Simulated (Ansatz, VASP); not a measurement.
**Ir: VASP beside Ansatz**

File INCAR:

```
SYSTEM = Ir
ALGO = Normal
EDIFF = 1E-7
ENCUT = 520
ISIF = 2
ISMEAR = 0
LASPH = .TRUE.
LCHARG = .TRUE.
LELF = .TRUE.
LREAL = .FALSE.
LVHAR = .TRUE.
LWAVE = .FALSE.
NBANDS = 10
NELM = 80
PREC = Accurate
SIGMA = 0.15
```

KPOINTS

```
k-points
0
G
  22 22 22
  0 0 0
```

POSCAR

```
Ir
1.0
    0.0000000000      2.1120105870      1.5508493740
    2.1120105870      0.0000000000      1.5508493740
    2.1120105870      2.1120105870      0.0000000000
Ir
1
Direct
    0.0000000000      0.0000000000      0.0000000000
```

Input for Ansatz:

```yaml
crystal:
  lattice:
    - [0.0, 2.112010587, 1.550849374]
    - [2.112010587, 0.0, 1.550849374]
    - [2.112010587, 2.112010587, 0.0]
  atoms:
    - { symbol: Ir, position: [0.0, 0.0, 0.0] }
basis:
  ecutwfc: 420
kpoints:
  mp_grid: { grid: [22, 22, 22] }
hamiltonian:
  xc: lda
scf:
  occupations: { method: gaussian, width: 0.15 }
output:
  forces: true
  stress: true
  eigenvalues: true
```

Alike in both runs: task single point; functional LDA; k mesh 22 × 22 × 22; occupations gaussian, width 0.15 eV; no spin polarisation.

|  | VASP | Ansatz |
| --- | --- | --- |
| version | VASP 6.6.1 | Ansatz 0.2.0 |
| potentials or method | VASP PAW LDA potentials, release 64 (Ir), cutoff 520 eV | scalar-relativistic, plane waves, PAW |
| valence electrons in the cell | 9 | 17 |

VASP gave:

| Quantity | Value |
| --- | --- |
| gap on the k mesh at the Fermi level (eV) | none |
| pressure (GPa) | 15.6 |
| traceless stress, the component that is largest in VASP (GPa) | 17.35 |

Question: Estimate Ansatz's values.

Answer: gap on the k mesh at the Fermi level (eV): none; pressure (GPa): 13.0; traceless stress, the component that is largest in VASP (GPa): 17.78.

LDA's correlation is that of Perdew and Zunger in VASP and of Perdew and Wang (1992) in Ansatz. A gap of «none» marks a metal or a gap that the smearing closes. VASP's potentials hold 9 valence electrons a cell and Ansatz's 17, so a difference there can come from the potentials and not from the codes.

Neither program's run includes spin-orbit coupling.
